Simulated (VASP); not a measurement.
# BiMo (WC type) (P-6m2) in VASP: a series of runs

BiMo (WC type) is run at these levels: PBEsol; tasks: relaxation of cell and atoms, single point.

All numbers are computed with VASP 6.6.1; they aren't measurements. Logs are shortened: lines on timing, memory, paths and dates and some standing lists are left out, and cuts for length are marked.

**1. The cell of the first run**

The structure is hexagonal, space group P-6m2 (No. 187). Conventional cell: a = 3.404 Å, b = 3.404 Å, c = 4.011 Å, α = 90.00°, β = 90.00°, γ = 120.00°. Mo (site symmetry -6m2) has 6 Bi at 2.81 Å and 6 Mo at 3.40 Å within 3.7 Å. Within 3.7 Å of Bi (site symmetry -6m2) lie 6 Mo at 2.81 Å and 6 Bi at 3.40 Å.

**2. Relaxation of cell and atoms, PBEsol, target pressure 2.1 GPa, at which the enthalpy is minimised**

Contents of INCAR:

```
SYSTEM = BiMo
  PREC = Accurate
  ENCUT = 500
  EDIFF = 1E-7
  ISMEAR = -1
  SIGMA = 0.05
  LREAL = .False.
  LASPH = .True.
  NELM = 120
  ALGO = Normal
  ISIF = 3
  LWAVE = .False.
  LCHARG = .False.
  GGA = PS
  IBRION = 2
  NSW = 32
  EDIFFG = -0.005
  PSTRESS = 21.0
  GGA_COMPAT = .False.
  NELMIN = 4
```

Contents of KPOINTS:

```
regular mesh
0
Gamma
  12 12 10
  0 0 0
```

Contents of POSCAR:

```
BiMo
1.0
    3.4040015566      0.0000000000      0.0000000000
   -1.7020007783      2.9479518226      0.0000000000
    0.0000000000      0.0000000000      4.0114524924
Mo Bi
1 1
Direct
    0.0000000000      0.0000000000      0.0000000000
    0.3333333333      0.6666666667      0.5000000000
```

Potentials or basis: VASP PAW PBE potentials, release 64 (Mo_sv, Bi_d).

Command:

```bash
$ cat potpaw_PBE.64/Mo_sv/POTCAR potpaw_PBE.64/Bi_d/POTCAR > POTCAR
$ mpirun -np 1 vasp_std > vasp.out
```

OUTCAR:

```text
SYSTEM = BiMo
   PREC = Accurate
   ENCUT = 500
   EDIFF = 1E-7
   ISMEAR = -1
   LREAL = .False.
   LASPH = .True.
   NELM = 120
   ISIF = 3
   GGA = PS
   IBRION = 2
   NSW = 32
   EDIFFG = -0.005
   PSTRESS = 21.0
   NELMIN = 4

 ion  position               nearest neighbor table
   1  0.000  0.000  0.000-   2 2.81   2 2.81   2 2.81   2 2.81   2 2.81   2 2.81
   2  0.333  0.667  0.500-   1 2.81   1 2.81   1 2.81   1 2.81   1 2.81   1 2.81

  LATTYP: Found a hexagonal cell.
 ALAT       =     3.4040015566
 C/A-ratio  =     1.1784520147

  Lattice vectors:

 A1 = (   3.4040015566,   0.0000000000,   0.0000000000)
 A2 = (  -1.7020007783,   2.9479518226,   0.0000000000)
 A3 = (   0.0000000000,   0.0000000000,   4.0114524924)

Analysis of symmetry for initial positions (statically):
=====================================================================
 Subroutine PRICEL returns:
 Original cell was already a primitive cell.

 Routine SETGRP: Setting up the symmetry group for a
 hexagonal supercell.

 Subroutine GETGRP returns: Found 12 space group operations
 (whereof 12 operations were pure point group operations)
 out of a pool of 24 trial point group operations.

The static configuration has the point symmetry D_3h.

Analysis of symmetry for dynamics (positions and initial velocities):
=====================================================================
 Subroutine PRICEL returns:
 Original cell was already a primitive cell.

 Routine SETGRP: Setting up the symmetry group for a
 hexagonal supercell.

 Subroutine GETGRP returns: Found 12 space group operations
 (whereof 12 operations were pure point group operations)
 out of a pool of 24 trial point group operations.

The dynamic configuration has the point symmetry D_3h.

 Subroutine INISYM returns: Found 12 space group operations
 (whereof 12 operations are pure point group operations),
 and found     1 'primitive' translations

----------------------------------------------------------------------------------------

                                     Primitive cell

  volume of cell :      40.2543

  direct lattice vectors                    reciprocal lattice vectors
     3.404001557  0.000000000  0.000000000     0.293771899  0.169609285  0.000000000
    -1.702000778  2.947951823  0.000000000     0.000000000  0.339218569  0.000000000
     0.000000000  0.000000000  4.011452492     0.000000000  0.000000000  0.249286263

  length of vectors
     3.404001557  3.404001557  4.011452492     0.339218569  0.339218569  0.249286263

  position of ions in fractional coordinates (direct lattice)
     0.000000000  0.000000000  0.000000000
     0.333333333  0.666666667  0.500000000

  ion indices of the primitive-cell ions
   primitive index   ion index
                 1           1
                 2           2

----------------------------------------------------------------------------------------

 KPOINTS: regular mesh

Automatic generation of k-mesh.
 Grid dimensions read from file:
 generate k-points for:   12   12   10

 Generating k-lattice:

  Cartesian coordinates                     Fractional coordinates (reciprocal lattice)
     0.024480992  0.014134107  0.000000000     0.083333333  0.000000000  0.000000000
     0.000000000  0.028268214  0.000000000     0.000000000  0.083333333  0.000000000
     0.000000000  0.000000000  0.024928626     0.000000000  0.000000000  0.100000000

  Length of vectors
     0.028268214  0.028268214  0.024928626

  Shift w.r.t. Gamma in fractional coordinates (k-lattice)
     0.000000000  0.000000000  0.000000000

 Subroutine IBZKPT returns following result:
 ===========================================

 Found    114 irreducible k-points:

 Following reciprocal coordinates:
            Coordinates               Weight
  0.000000  0.000000  0.000000      1.000000
  0.083333 -0.000000  0.000000      6.000000
  0.166667 -0.000000  0.000000      6.000000
  0.250000 -0.000000  0.000000      6.000000
  0.333333 -0.000000  0.000000      6.000000
  0.416667 -0.000000  0.000000      6.000000
[... 16 lines left out ...]
  0.250000 -0.000000  0.100000     12.000000
  0.333333 -0.000000  0.100000     12.000000
 [... further k-points ...]
   k-points           NKPTS =    114   k-points in BZ     NKDIM =    114   number of bands    NBANDS=     18
   number of dos      NEDOS =    301   number of ions     NIONS =      2
   total plane-waves  NPLWV =  23520
   dimension x,y,z NGX =    28 NGY =   28 NGZ =   30
   dimension x,y,z NGXF=    56 NGYF=   56 NGZF=   60
   ions per type =               1   1
   NGX,Y,Z   is equivalent  to a cutoff of  13.67, 13.67, 12.43 a.u.
   NGXF,Y,Z  is equivalent  to a cutoff of  27.35, 27.35, 24.87 a.u.
 SYSTEM =  BiMo
   PREC   = accura    normal or accurate (medium, high low for compatibility)
   ISTART =      0    job   : 0-new  1-cont  2-samecut
   ICHARG =      2    charge: 1-file 2-atom 10-const
   ISPIN  =      1    spin polarized calculation?
   LNONCOLLINEAR =      F non collinear calculations
   LSORBIT =      F    spin-orbit coupling
   LASPH  =      T    aspherical Exc in radial PAW
   ENCUT  =  500.0 eV  36.75 Ry    6.06 a.u.   6.21  6.21  7.31*2*pi/ulx,y,z
   NELM   =    120;   NELMIN=  4; NELMDL= -5     # of ELM steps
   EDIFF  = 0.1E-06   stopping-criterion for ELM
   LREAL  =      F    real-space projection
   EDIFFG = -.5E-02   stopping-criterion for IOM
   NSW    =     32    number of steps for IOM
   IBRION =      2    ionic relax: 0-MD 1-quasi-New 2-CG
   NFREE  =      1    steps in history (QN), initial steepest desc. (CG)
   ISIF   =      3    stress and relaxation
   ISYM   =      2    0-nonsym 1-usesym 2-fastsym
   POTIM  = 0.5000    time-step for ionic-motion
   TEBEG  =    0.0;   TEEND  =   0.0 temperature during run
   PSTRESS=   21.0 pullay stress
   NELECT =      29.0000    total number of electrons
   NUPDOWN=      -1.0000    fix difference up-down
   EMIN   =  10.00;   EMAX   =-10.00  energy-range for DOS
   EFERMI =   0.00;   METHOD = LEGACY
   ISMEAR =    -1;   SIGMA  =   0.05  broadening in eV -4-tet -1-fermi 0-gaus
   EFERMI_NEDOS =   21; number of points for ismear=-14 and -15
   IALGO  =     38    algorithm
   IMIX   =      4    mixing-type and parameters
     AMIX     =   0.40;   BMIX     =  1.00
     AMIX_MAG =   1.60;   BMIX_MAG =  1.00
  volume/ion in A,a.u.               =      20.13       135.82
  Fermi-wavevector in a.u.,A,eV,Ry     =   1.467586  2.773335 29.304347  2.153809
  Thomas-Fermi vector in A             =   2.583186
   LORBIT       =      0    0 simple, 1 ext, 2 COOP (PROOUT), +10 PAW based schemes
   GGA     = PS    functional components
   LHFCALC =     F    Hartree Fock is set to
   AEXX    =    0.0000 exact exchange contribution
   IVDW    =     0    specifies the selected vdW correction
   LEPSILON=     F    determine dielectric tensor
   LRPA    =     F    only Hartree local field effects (RPA)
 conjugate gradient relaxation of ions
 non-spin polarized calculation
  energy-cutoff  :      500.00
  volume of cell :       40.25
 maximum number of plane-waves:      1041
 NGX is ok and might be reduce to    28
   NGX = 13   NGY = 13   NGZ = 15

--------------------------------------- Ionic step        1  -------------------------------------------

 number of electron      29.0000007 magnetization

 Free energy of the ion-electron system (eV)
  ---------------------------------------------------
  ext. energy  EPLUGINS =         0.00000000
  ---------------------------------------------------
  free energy    TOTEN  =       -14.62398922 eV

  energy without entropy =      -14.60594216  energy(sigma->0) =      -14.61496569

------------------------ aborting loop because EDIFF is reached ----------------------------------------

  FORCE on cell =-STRESS in cart. coord.  units (eV):
  Direction    XX          YY          ZZ          XY          YZ          ZX
  --------------------------------------------------------------------------------------
  -------------------------------------------------------------------------------------
  Total        0.5676100      0.5676100      0.5886683      0.0000000      0.0000000      0.0000000
  in kB       22.5916947     22.5916947     23.4298477      0.0000000      0.0000000      0.0000000
  external PRESSURE =       1.8710790 kB  Pullay stress =      21.0000000 kB
[... 61 lines left out ...]
  enthalpy is  TOTEN    =       -14.0963007998 eV   P V=        0.5294159603

--------------------------------------- Ionic step        3  -------------------------------------------

 number of electron      29.0000007 magnetization

 Free energy of the ion-electron system (eV)
  ---------------------------------------------------
  ext. energy  EPLUGINS =         0.00000000
  ---------------------------------------------------
  free energy    TOTEN  =       -14.62465186 eV

  energy without entropy =      -14.60654994  energy(sigma->0) =      -14.61560090

 E-fermi :  11.4026     XC(G=0): -12.3396

 val. band max:       11.3976462604   @ k =   0.2500  -0.0000   0.2000
 cond. band min:      11.4110172616   @ k =   0.0833  -0.0000   0.0000
 fundamental gap:      0.0133710012
 Fermi energy:        11.4025915439

 k-point     1 :       0.0000    0.0000    0.0000
  band No.  band energies     occupation
      1     -49.4115      2.00000
      2     -23.6293      2.00000
      3     -23.4675      2.00000
      4     -23.4675      2.00000
      5     -11.6408      2.00000
      6     -11.6408      2.00000
[... 10 lines left out ...]
     17      15.7461      0.00000
     18      17.0518      0.00000
[... 466 lines left out ...]
      2     -23.6207      2.00000
      3     -23.6015      2.00000
      4     -23.4986      2.00000
      5     -11.6971      2.00000
      6     -11.5571      2.00000
[... 10 lines left out ...]
     17      14.0786      0.00000
     18      14.1760      0.00000

 [... further k-points ...]

------------------------ aborting loop because EDIFF is reached ----------------------------------------

  FORCE on cell =-STRESS in cart. coord.  units (eV):
  Direction    XX          YY          ZZ          XY          YZ          ZX
  --------------------------------------------------------------------------------------
  -------------------------------------------------------------------------------------
  Total        0.5259789      0.5259789      0.5310448     -0.0000000      0.0000000      0.0000000
  in kB       20.9096332     20.9096332     21.1110204     -0.0000000      0.0000000      0.0000000
  external PRESSURE =      -0.0232377 kB  Pullay stress =      21.0000000 kB
[... 17 lines left out ...]
  FREE ENERGIE OF THE ION-ELECTRON SYSTEM (eV)
  ---------------------------------------------------
  free  energy   TOTEN  =       -14.6246518633 eV

  energy  without entropy=      -14.6065499413  energy(sigma->0) =      -14.61560090

  enthalpy is  TOTEN    =       -14.0963997526 eV   P V=        0.5282521107

 reached required accuracy - stopping structural energy minimisation
```

It took 1.7 min on 1 thread of AMD EPYC 9R45 (Zen 5), shared host; peak memory 0.19 GiB.

What came out:

- Free energy: -14.6247 eV
- Relaxed volume: 20.15 Å³/atom
- Relaxed cell: a = 3.405 Å, b = 3.405 Å, c = 4.014 Å, α = 90.00°, β = 90.00°, γ = 120.00°
- Space group after relaxing (to 0.1 Å): P-6m2 (No. 187)
- Energy change on relaxing (the run minimises the enthalpy): -0.3 meV/atom
- Ionic steps: 3
- Pressure after relaxing: 2.1 GPa
- Band gap on the k mesh: zero (an odd number of electrons rules out a gap without spin polarisation)

The path:
| step | energy change (eV) | largest force (eV/Å) | pressure (GPa) | volume (Å³) |
| --- | --- | --- | --- | --- |
| 1 | 0.0000 | 0.0000 | 2.29 | 40.25 |
| 2 | -0.0017 | 0.0000 | 1.75 | 40.39 |
| 3 | -0.0007 | 0.0000 | 2.10 | 40.30 |

Final structure:
```
Mo Bi
1.0
     3.40516    0.00000    0.00000
    -1.70258    2.94895    0.00000
     0.00000    0.00000    4.01354
Mo Bi
1 1
Direct
  0.00000 0.00000 0.00000
  0.33333 0.66667 0.50000
```

Caveat: the cell is relaxed towards a set pressure, so the run minimises the enthalpy, not the energy; the PAW data sets were made with another functional, which shifts forces and pressure a little; spin-orbit coupling is left out, which moves the levels of the heavy elements.

**3. Single point, PBEsol**

Contents of INCAR:

```
SYSTEM = BiMo
PREC = Accurate
ENCUT = 500
EDIFF = 1E-6
ISMEAR = -1
SIGMA = 0.05
LREAL = .FALSE.
LASPH = .TRUE.
NELM = 120
ALGO = Normal
ISIF = 2
LWAVE = .FALSE.
LCHARG = .FALSE.
GGA = PS
NBANDS = 22
GGA_COMPAT = .FALSE.
```

Contents of KPOINTS:

```
regular mesh
0
G
  12 12 10
  0 0 0
```

POSCAR is that of step 2.

Potentials or basis: VASP PAW PBE potentials, release 64 (Mo_sv, Bi_d).

Command:

```bash
$ cat potpaw_PBE.64/Mo_sv/POTCAR potpaw_PBE.64/Bi_d/POTCAR > POTCAR
$ mpirun -np 1 vasp_std > vasp.out
```

OUTCAR:

```text
SYSTEM = BiMo
   PREC = Accurate
   ENCUT = 500
   EDIFF = 1E-6
   ISMEAR = -1
   LREAL = .FALSE.
   LASPH = .TRUE.
   NELM = 120
   ISIF = 2
   GGA = PS

 ion  position               nearest neighbor table
   1  0.000  0.000  0.000-   2 2.81   2 2.81   2 2.81   2 2.81   2 2.81   2 2.81
   2  0.333  0.667  0.500-   1 2.81   1 2.81   1 2.81   1 2.81   1 2.81   1 2.81

  LATTYP: Found a hexagonal cell.
 ALAT       =     3.4040015566
 C/A-ratio  =     1.1784520147

  Lattice vectors:

[... 786 lines left out ...]

------------------------ aborting loop because EDIFF is reached ----------------------------------------

  FORCE on cell =-STRESS in cart. coord.  units (eV):
  Direction    XX          YY          ZZ          XY          YZ          ZX
  --------------------------------------------------------------------------------------
  -------------------------------------------------------------------------------------
  Total        0.5701816      0.5701816      0.5898786      0.0000000      0.0000000      0.0000000
  in kB       22.6940503     22.6940503     23.4780166      0.0000000      0.0000000      0.0000000
  external PRESSURE =      22.9553724 kB  Pullay stress =       0.0000000 kB

 VOLUME and BASIS-vectors are now :
 -----------------------------------------------------------------------------
  energy-cutoff  :      500.00
  volume of cell :       40.25
      direct lattice vectors                 reciprocal lattice vectors
     3.404001557  0.000000000  0.000000000     0.293771899  0.169609285  0.000000000
    -1.702000778  2.947951823  0.000000000     0.000000000  0.339218569  0.000000000
     0.000000000  0.000000000  4.011452492     0.000000000  0.000000000  0.249286263

 POSITION                                       TOTAL-FORCE (eV/Angst)
 -----------------------------------------------------------------------------------
      0.00000      0.00000      0.00000        -0.000000     -0.000000      0.000000
     -0.00000      1.96530      2.00573         0.000000      0.000000      0.000000
 -----------------------------------------------------------------------------------
    total drift:                                0.000000     -0.000000     -0.000000

  FREE ENERGIE OF THE ION-ELECTRON SYSTEM (eV)
  ---------------------------------------------------
  free  energy   TOTEN  =       -14.6239893811 eV

  energy  without entropy=      -14.6059423202  energy(sigma->0) =      -14.61496585
```

stdout:

```text
POSCAR found type information on POSCAR MoBi
 POSCAR found :  2 types and       2 ions
 scaLAPACK will be used
 -----------------------------------------------------------------------------
|                                                                             |
|                                                                             |
|     You enforced a specific xc type in the INCAR file but a different       |
|     I HOPE YOU KNOW WHAT YOU ARE DOING!                                     |
|                                                                             |
 -----------------------------------------------------------------------------

 LDA part: xc-table for (Slater+PW92), standard interpolation
 POSCAR, INCAR and KPOINTS ok, starting setup
 FFT: planning ... GRIDC
 FFT: planning ... GRID_SOFT
 FFT: planning ... GRID
 WAVECAR not read
 entering main loop
```

It took 78 s on 1 thread of Oxide Virtual Turin-like, shared host; peak memory 0.19 GiB.

What came out:

```yaml
Free_energy: -14.6240 eV
Pressure: 2.3 GPa
Band_gap_on_the_k_mesh: zero (an odd number of electrons rules out a gap without spin polarisation)
```

Caveat: the PAW data sets were made with another functional, which shifts forces and pressure a little; spin-orbit coupling is left out, which moves the levels of the heavy elements.

[end of part 1 of 2]
